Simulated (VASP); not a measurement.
Here is a VASP 6.6.1 calculation.

The input INCAR:

```
SYSTEM = CdSe
PREC = Accurate ; ENCUT = 520
EDIFF = 1E-7 ; ISMEAR = 0
SIGMA = 0.05 ; LREAL = .False.
LASPH = .True. ; NELM = 100
ALGO = Normal ; ISIF = 2
LWAVE = .False. ; LCHARG = .False.
GGA = PE ; NBANDS = 16
```

The input KPOINTS:

```
regular mesh
0
Gamma
  10 10 10
  0 0 0
```

POSCAR

```
CdSe
1.0
   -0.0493085554      3.0268882666      3.1419313284
    3.0234495628      0.0000000000      3.0926227729
    3.0727581183      3.0268882666     -0.0493085554
Cd Se
1 1
Direct
    0.0048855619     -0.0048855619      0.0048855619
    0.7451144381      0.7548855619      0.7451144381
```

Potentials or basis: VASP PAW PBE potentials, release 64 (Cd, Se).

Command:

```sh
$ cat potpaw_PBE.64/Cd/POTCAR potpaw_PBE.64/Se/POTCAR > POTCAR
$ mpirun -np 1 vasp_std > vasp.out
```

(1) Estimate the largest force.

(2) What does it give for the band gap on the k mesh?

Results:

(1) 0.079 eV/Å.

(2) 0.46 eV, direct.

Caveat: the cell differs from its parent crystal (strained and its atoms moved).
